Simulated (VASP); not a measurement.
# W (I4/mmm) in VASP: further runs

The runs below take W through single point, with PBEsol.

Everything below comes from runs of VASP 6.6.1. Logs are shortened: lines on timing, memory, paths and dates and some standing lists are left out, and cuts for length are marked.

## 1. The cell of the first run

The structure is tetragonal, space group I4/mmm (No. 139). Conventional cell: a = 2.912 Å, b = 2.912 Å, c = 3.998 Å, α = 90.00°, β = 90.00°, γ = 90.00°. Within 3.8 Å of W (site symmetry 4/mmm) lie 12 W at 2.87 to 2.91 Å.

## 2. Single point, PBEsol (strain +0.030 along x and y, +0.000 along z)

INCAR reads:

```
SYSTEM = W
  PREC = Accurate
  ENCUT = 520
  EDIFF = 1E-6
  ISMEAR = 0
  SIGMA = 0.15
  LREAL = .FALSE.
  LASPH = .TRUE.
  NELM = 100
  ALGO = Fast
  ISIF = 2
  LWAVE = .FALSE.
  LCHARG = .FALSE.
  GGA = PS
  NBANDS = 13
```

KPOINTS reads:

```
regular mesh
0
G
  26 26 26
  0 0 0
```

POSCAR reads:

```
W
1.0
    0.0000000000      2.0589656399      1.9989957669
    2.0589656399      0.0000000000      1.9989957669
    2.0589656399      2.0589656399      0.0000000000
W
1
Direct
    0.0000000000      0.0000000000      0.0000000000
```

Potentials or basis: VASP PAW PBE potentials, release 64 (W_sv).

Run with:

```bash
> cat potpaw_PBE.64/W_sv/POTCAR > POTCAR
> mpirun -np 1 vasp_std > vasp.out
```

OUTCAR:

```text
SYSTEM = W
   PREC = Accurate
   ENCUT = 520
   EDIFF = 1E-6
   ISMEAR = 0
   LREAL = .FALSE.
   LASPH = .TRUE.
   NELM = 100
   ISIF = 2
   GGA = PS

 ion  position               nearest neighbor table
   1  0.000  0.000  0.000-

  LATTYP: Found a body centered tetragonal cell.
 ALAT       =     2.9118171324
 C/A-ratio  =     1.3730228761

  Lattice vectors:

 A1 = (   0.0000000000,  -2.0589656399,  -1.9989957669)
 A2 = (   0.0000000000,   2.0589656399,  -1.9989957669)
 A3 = (   2.0589656399,   0.0000000000,   1.9989957669)

Analysis of symmetry for initial positions (statically):
=====================================================================
 Subroutine PRICEL returns:
 Original cell was already a primitive cell.

 Routine SETGRP: Setting up the symmetry group for a
 body centered tetragonal supercell.

 Subroutine GETGRP returns: Found 16 space group operations
 (whereof 16 operations were pure point group operations)
 out of a pool of 16 trial point group operations.

The static configuration has the point symmetry D_4h.

Analysis of symmetry for dynamics (positions and initial velocities):
=====================================================================
 Subroutine PRICEL returns:
 Original cell was already a primitive cell.

 Routine SETGRP: Setting up the symmetry group for a
 body centered tetragonal supercell.

 Subroutine GETGRP returns: Found 16 space group operations
 (whereof 16 operations were pure point group operations)
 out of a pool of 16 trial point group operations.

The dynamic configuration has the point symmetry D_4h.

 Subroutine INISYM returns: Found 16 space group operations
 (whereof 16 operations are pure point group operations),
 and found     1 'primitive' translations

----------------------------------------------------------------------------------------

                                     Primitive cell

  volume of cell :      16.9488

  direct lattice vectors                    reciprocal lattice vectors
     0.000000000  2.058965640  1.998995767    -0.242840381  0.242840381  0.250125592
     2.058965640  0.000000000  1.998995767     0.242840381 -0.242840381  0.250125592
     2.058965640  2.058965640  0.000000000     0.242840381  0.242840381 -0.250125592

  length of vectors
     2.869725350  2.869725350  2.911817132     0.424859639  0.424859639  0.424859639

  position of ions in fractional coordinates (direct lattice)
     0.000000000  0.000000000  0.000000000

  ion indices of the primitive-cell ions
   primitive index   ion index
                 1           1

----------------------------------------------------------------------------------------

 KPOINTS: regular mesh

Automatic generation of k-mesh.
 Grid dimensions read from file:
 generate k-points for:   26   26   26

 Generating k-lattice:

  Cartesian coordinates                     Fractional coordinates (reciprocal lattice)
    -0.009340015  0.009340015  0.009620215     0.038461538  0.000000000  0.000000000
     0.009340015 -0.009340015  0.009620215     0.000000000  0.038461538  0.000000000
     0.009340015  0.009340015 -0.009620215     0.000000000  0.000000000  0.038461538

  Length of vectors
     0.016340755  0.016340755  0.016340755

  Shift w.r.t. Gamma in fractional coordinates (k-lattice)
     0.000000000  0.000000000  0.000000000

 Subroutine IBZKPT returns following result:
 ===========================================

 Found   1330 irreducible k-points:

 Following reciprocal coordinates:
            Coordinates               Weight
  0.000000  0.000000  0.000000      1.000000
  0.038462  0.000000  0.000000      8.000000
  0.076923  0.000000  0.000000      8.000000
  0.115385  0.000000  0.000000      8.000000
  0.153846  0.000000  0.000000      8.000000
  0.192308  0.000000  0.000000      8.000000
[... 16 lines left out ...]
  0.346154  0.038462  0.000000      8.000000
  0.384615  0.038462  0.000000      8.000000
 [... further k-points ...]
   k-points           NKPTS =   1330   k-points in BZ     NKDIM =   1330   number of bands    NBANDS=     13
   number of dos      NEDOS =    301   number of ions     NIONS =      1
   total plane-waves  NPLWV =  13824
   dimension x,y,z NGX =    24 NGY =   24 NGZ =   24
   dimension x,y,z NGXF=    48 NGYF=   48 NGZF=   48
   ions per type =               1
   NGX,Y,Z   is equivalent  to a cutoff of  13.90, 13.90, 13.70 a.u.
   NGXF,Y,Z  is equivalent  to a cutoff of  27.81, 27.81, 27.40 a.u.
 SYSTEM =  W
   PREC   = accura    normal or accurate (medium, high low for compatibility)
   ISTART =      0    job   : 0-new  1-cont  2-samecut
   ICHARG =      2    charge: 1-file 2-atom 10-const
   ISPIN  =      1    spin polarized calculation?
   LNONCOLLINEAR =      F non collinear calculations
   LSORBIT =      F    spin-orbit coupling
   LASPH  =      T    aspherical Exc in radial PAW
   ENCUT  =  520.0 eV  38.22 Ry    6.18 a.u.   5.34  5.34  5.41*2*pi/ulx,y,z
   NELM   =    100;   NELMIN=  2; NELMDL= -5     # of ELM steps
   EDIFF  = 0.1E-05   stopping-criterion for ELM
   LREAL  =      F    real-space projection
   EDIFFG = 0.1E-04   stopping-criterion for IOM
   NSW    =      0    number of steps for IOM
   IBRION =     -1    ionic relax: 0-MD 1-quasi-New 2-CG
   NFREE  =      0    steps in history (QN), initial steepest desc. (CG)
   ISIF   =      2    stress and relaxation
   ISYM   =      2    0-nonsym 1-usesym 2-fastsym
   POTIM  = 0.5000    time-step for ionic-motion
   TEBEG  =    0.0;   TEEND  =   0.0 temperature during run
   PSTRESS=    0.0 pullay stress
   NELECT =      14.0000    total number of electrons
   NUPDOWN=      -1.0000    fix difference up-down
   EMIN   =  10.00;   EMAX   =-10.00  energy-range for DOS
   EFERMI =   0.00;   METHOD = LEGACY
   ISMEAR =     0;   SIGMA  =   0.15  broadening in eV -4-tet -1-fermi 0-gaus
   EFERMI_NEDOS =   21; number of points for ismear=-14 and -15
   IALGO  =     68    algorithm
   IMIX   =      4    mixing-type and parameters
     AMIX     =   0.40;   BMIX     =  1.00
     AMIX_MAG =   1.60;   BMIX_MAG =  1.00
  volume/ion in A,a.u.               =      16.95       114.38
  Fermi-wavevector in a.u.,A,eV,Ry     =   1.536046  2.902706 32.102083  2.359437
  Thomas-Fermi vector in A             =   2.642749
   LORBIT       =      0    0 simple, 1 ext, 2 COOP (PROOUT), +10 PAW based schemes
   GGA     = PS    functional components
   LHFCALC =     F    Hartree Fock is set to
   AEXX    =    0.0000 exact exchange contribution
   IVDW    =     0    specifies the selected vdW correction
   LEPSILON=     F    determine dielectric tensor
   LRPA    =     F    only Hartree local field effects (RPA)
 non-spin polarized calculation
 RMM-DIIS sequential band-by-band and
 Gauss-broadening in eV      SIGMA  =   0.15
  energy-cutoff  :      520.00
  volume of cell :       16.95
 maximum number of plane-waves:       475
 NGX is ok and might be reduce to    24
   NGX = 11   NGY = 11   NGZ = 11

 number of electron      14.0000001 magnetization

 Free energy of the ion-electron system (eV)
  ---------------------------------------------------
  ext. energy  EPLUGINS =         0.00000000
  ---------------------------------------------------
  free energy    TOTEN  =       -13.27921984 eV

  energy without entropy =      -13.26499697  energy(sigma->0) =      -13.27210841

 E-fermi :   9.9101     XC(G=0): -13.3775

 val. band max:        9.9080585279   @ k =  -0.2692   0.1154   0.0769
 cond. band min:       9.9104869086   @ k =  -0.4231   0.0385   0.1154
 fundamental gap:      0.0024283807
 Fermi energy:         9.9100950557

 k-point     1 :       0.0000    0.0000    0.0000
  band No.  band energies     occupation
      1     -63.8171      2.00000
      2     -27.4880      2.00000
      3     -27.4880      2.00000
      4     -27.4659      2.00000
      5       1.0473      2.00000
      6       9.2423      2.00000
      7       9.2423      2.00000
      8       9.6082      1.99557
      9      12.0543      0.00000
     10      12.5893      0.00000
     11      22.6823      0.00000
     12      27.3817      0.00000
     13      27.3817      0.00000

 k-point     2 :       0.0385    0.0000    0.0000
  band No.  band energies     occupation
      1     -63.8158      2.00000
      2     -27.5005      2.00000
      3     -27.4904      2.00000
      4     -27.4711      2.00000
      5       1.1104      2.00000
      6       9.2196      2.00000
      7       9.2720      2.00000
      8       9.6114      1.99514
      9      12.0307      0.00000
     10      12.5582      0.00000
     11      22.8101      0.00000
     12      27.2083      0.00000
     13      27.4976      0.00000

 k-point     3 :       0.0769    0.0000    0.0000
  band No.  band energies     occupation
      1     -63.8119      2.00000
      2     -27.5447      2.00000
      3     -27.4974      2.00000
      4     -27.4790      2.00000
      5       1.2968      2.00000
      6       9.1257      2.00000
      7       9.3550      2.00000
      8       9.6520      1.98504
      9      11.9698      0.00000
     10      12.4742      0.00000
     11      23.1763      0.00000
     12      26.6211      0.00000
     13      27.8396      0.00000
[... 305 lines left out ...]
 k-point    23 :       0.3462    0.0385    0.0000
  band No.  band energies     occupation
      1     -63.7469      2.00000
      2     -28.2685      2.00000
      3     -27.6224      2.00000
      4     -27.5628      2.00000
      5       4.1263      2.00000
      6       8.6882      2.00000
      7       9.3587      2.00000
      8       9.6619      1.98072
      9      13.1025      0.00000
     10      13.6376      0.00000
     11      21.5556      0.00000
     12      25.0947      0.00000
     13      30.5617      0.00000

 k-point    24 :       0.3846    0.0385    0.0000
  band No.  band energies     occupation
      1     -63.7381      2.00000
      2     -28.3625      2.00000
      3     -27.6360      2.00000
      4     -27.5760      2.00000
      5       4.3326      2.00000
      6       9.1158      2.00000
      7       9.2230      2.00000
      8       9.5223      1.99974
      9      13.5930      0.00000
     10      14.1072      0.00000
     11      20.9882      0.00000
     12      24.0617      0.00000
     13      29.5184      0.00000

 [... further k-points ...]
[... 5 lines left out ...]
  --------------------------------------------------------------------------------------
  -------------------------------------------------------------------------------------
  Total       -1.3088805     -1.3088805     -2.2830248      0.0000000      0.0000000      0.0000000
  in kB     -123.7287217   -123.7287217   -215.8147637      0.0000000      0.0000000      0.0000000
  external PRESSURE =    -154.4240691 kB  Pullay stress =       0.0000000 kB

 VOLUME and BASIS-vectors are now :
 -----------------------------------------------------------------------------
  energy-cutoff  :      520.00
  volume of cell :       16.95
      direct lattice vectors                 reciprocal lattice vectors
     0.000000000  2.058965640  1.998995767    -0.242840381  0.242840381  0.250125592
     2.058965640  0.000000000  1.998995767     0.242840381 -0.242840381  0.250125592
     2.058965640  2.058965640  0.000000000     0.242840381  0.242840381 -0.250125592

 POSITION                                       TOTAL-FORCE (eV/Angst)
 -----------------------------------------------------------------------------------
      0.00000      0.00000      0.00000         0.000000     -0.000000      0.000000
 -----------------------------------------------------------------------------------
    total drift:                               -0.000000     -0.000000     -0.000000

  FREE ENERGIE OF THE ION-ELECTRON SYSTEM (eV)
  ---------------------------------------------------
  free  energy   TOTEN  =       -13.2792198432 eV

  energy  without entropy=      -13.2649969737  energy(sigma->0) =      -13.27210841
```

Wall time 3.7 min (1 thread of AMD EPYC 7R13 (Zen 3), shared host); peak memory 0.35 GiB.

What came out:

* Free energy: -13.2792 eV
* Pressure: -15.4 GPa
* Band gap on the k mesh: zero (bands 7 and 8 overlap by 3.76 eV)

Caveat: the cell differs from its parent crystal (strain +0.030 along x and y, +0.000 along z); the stress differs along the axes, from -22 to -12 GPa; the PAW data sets were made with another functional, which shifts forces and pressure a little; spin-orbit coupling is left out, which moves the levels of the heavy elements.

## 3. Single point, PBEsol (strain +0.015 along x and y, +0.030 along z)

INCAR reads:

```
PREC = Accurate ; ENCUT = 520
EDIFF = 1E-6 ; ISMEAR = 0
SIGMA = 0.15 ; LREAL = F
LASPH = T ; NELM = 60
ALGO = Fast ; ISIF = 2
LWAVE = F ; LCHARG = F
GGA = PS ; NBANDS = 13
```

KPOINTS reads:

```
regular mesh
0
Gamma
  26 26 26
```

POSCAR reads:

```
W
1.0
    0.0000000000      2.0289807034      2.0589656399
    2.0289807034      0.0000000000      2.0589656399
    2.0289807034      2.0289807034      0.0000000000
W
1
Direct
    0.0000000000      0.0000000000      0.0000000000
```

Potentials or basis: VASP PAW PBE potentials, release 64 (W_sv).

Run with:

```bash
> cat potpaw_PBE.64/W_sv/POTCAR > POTCAR
> mpirun -np 1 vasp_std > vasp.out
```

Wall time 3.7 min (1 thread of AMD EPYC 7R13 (Zen 3), shared host); peak memory 0.34 GiB.

Results (log left out):

| Property | Result |
| --- | --- |
| Free energy | -13.2714 eV |
| Pressure | -15.5 GPa |
| Band gap on the k mesh | zero (bands 7 and 8 overlap by 3.49 eV) |

Stress tensor (GPa, compression positive):
```
-16.94   0.00   0.00
  0.00 -16.94   0.00
  0.00   0.00 -12.55
```

Levels at points of the mesh, in eV from the Fermi level:
```csv
k point,band 3,band 4,band 5,band 6,band 7,band 8,band 9,band 10,band 11,band 12
"(0.00, 0.00, 0.00)",-37.37,-37.37,-8.84,-0.66,-0.47,-0.47,2.30,2.58,12.78,17.49
"(0.50, 0.00, 0.00)",-37.53,-37.50,-5.45,-0.85,-0.64,0.55,4.75,4.87,9.79,12.39
"(0.50, 0.50, 0.00)",-37.72,-37.72,-5.30,-4.30,2.69,4.78,5.50,5.50,11.60,11.60
"(0.50, 0.00, 0.50)",-37.77,-37.75,-5.28,-4.34,2.98,4.75,5.41,5.63,11.28,11.48
```

Caveat: the cell differs from its parent crystal (strain +0.015 along x and y, +0.030 along z); the cell stands under tension; the PAW data sets were made with another functional, which shifts forces and pressure a little; spin-orbit coupling is left out, which moves the levels of the heavy elements.

(Part 1 of 2 ends here.)
